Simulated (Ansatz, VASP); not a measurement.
## Two plane-wave programs on MgCd2S3

```xyz
6
Lattice="3.8266 0.0000 0.0000 -1.9133 3.3139 0.0000 0.0000 0.0000 9.3809" Properties=species:S:1:pos:R:3 pbc="T T T"
Mg    0.0000    0.0000    0.0000
Cd    0.0000    2.2093    3.0846
Cd    1.9133    1.1046    6.2962
S     0.0000    0.0000    4.6904
S     1.9133    1.1046    1.4623
S     0.0000    2.2093    7.9186
```

Alike in both runs: task single point; functional PBE; k mesh 12 × 12 × 4; occupations gaussian, width 0.02 eV; no spin polarisation.

|  | VASP | Ansatz |
| --- | --- | --- |
| version | VASP 6.6.1 | Ansatz 0.2.0 |
| potentials or method | VASP PAW PBE potentials, release 64 (Mg, Cd, S), cutoff 520 eV | scalar-relativistic, plane waves, PAW |
| valence electrons in the cell | 44 | 68 |

```tsv
	VASP	Ansatz	Ansatz less VASP
gap on the k mesh at the Fermi level (eV)	0.91	0.92	+0.010
least direct gap on the mesh (eV)	1.45	1.46	+0.009
pressure (GPa)	0.2	0.0	-0.19
rms of the force components (eV/Å)	0.016	0.000	-0.0157
```

Atom by atom the forces differ by 0.016 eV/Å (rms over components). With one functional, cell and mesh, what is left measures potentials, basis and numerics. VASP's potentials hold 44 valence electrons a cell and Ansatz's 68, so a difference there can come from the potentials and not from the codes.
